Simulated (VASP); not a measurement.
Here is a VASP 6.6.1 calculation.

The input INCAR:

```
PREC = Accurate ; ENCUT = 520
EDIFF = 1E-6 ; ISMEAR = 0
SIGMA = 0.15 ; LREAL = F
LASPH = T ; NELM = 100
ALGO = Normal ; ISIF = 2
LWAVE = F ; LCHARG = F
GGA = CA ; NBANDS = 22
```

Contents of KPOINTS:

```
regular mesh
0
Gamma
  12 12 4
```

Contents of POSCAR:

```
Bi
1.0
    4.5390002997      0.0000000000      0.1021275067
   -2.2695001499      3.9308895673     -0.0510637534
    0.2661525000      0.0000000000     11.8290000000
Bi
2
Direct
    0.3333333333      0.6666666667      0.2500000000
    0.6666666667      0.3333333333      0.7500000000
```

Potentials or basis: VASP PAW LDA potentials, release 64 (Bi_d).

Command:

```sh
$ cat potpaw_LDA.64/Bi_d/POTCAR > POTCAR
$ mpirun -np 1 vasp_std > vasp.out
```

Question: What does it give for the pressure?

Answer: -3.7 GPa.

Question: Estimate the band gap on the k mesh.

Answer: Zero (band 15 reaches 0.07 eV, above the bottom of band 16 at -2.05 eV).

Stress tensor (GPa, compression positive):
```
-5.23  0.00 -0.09
 0.00 -5.23  0.00
-0.09  0.00 -0.50
```

Caveat: the cell differs from its parent crystal (strain +0.0450 x Voigt [0, 0, 0, 0, 1, 0]); spin-orbit coupling is left out, which moves the levels of the heavy elements.
